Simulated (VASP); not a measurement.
A run of VASP 6.6.1 is set up as follows.

Contents of POSCAR:

```
Cd
1.0
    2.8282114368      0.0000000000      0.0000000000
    0.0000000000      2.8282114368      0.0000000000
    0.0000000000      0.0000000000      2.8282114368
Cd
1
Direct
    0.0000000000      0.0000000000      0.0000000000
```

File INCAR.step1:

```
SYSTEM = Cd
PREC = Accurate
ENCUT = 520
ISMEAR = 0
SIGMA = 0.1
LREAL = .False.
LASPH = .True.
NELM = 80
NBANDS = 12
GGA = PE
ALGO = Normal
EDIFF = 1E-4
LWAVE = .True.
LCHARG = .False.
```

The input INCAR.step2:

```
SYSTEM = Cd
PREC = Accurate
ENCUT = 520
EDIFF = 1E-6
ISMEAR = 0
SIGMA = 0.1
LREAL = .False.
LASPH = .True.
NELM = 80
ALGO = Normal
ISIF = 2
LWAVE = .False.
LCHARG = .False.
METAGGA = R2SCAN
LMIXTAU = .True.
NBANDS = 12
ISTART = 1
```

KPOINTS

```
regular mesh
0
Gamma
  6 6 6
  0 0 0
```

Potentials or basis: VASP PAW PBE potentials, release 64 (Cd).

Command:

```console
$ cat potpaw_PBE.64/Cd/POTCAR > POTCAR
$ cp INCAR.step1 INCAR
$ mpirun -np 1 vasp_std > vasp.out
$ cp INCAR.step2 INCAR
$ mpirun -np 1 vasp_std > vasp.out
```

(1) Predict the band gap on the k mesh.

(2) Predict the pressure.

Answers

(1) zero (bands 6 and 7 overlap by 7.90 eV).

(2) 8.7 GPa.

Caveat: the k points lie up to 0.37 Å⁻¹ apart, too coarse for converged energies and pressures of a metal; the PAW data sets were made with another functional, which shifts forces and pressure a little.
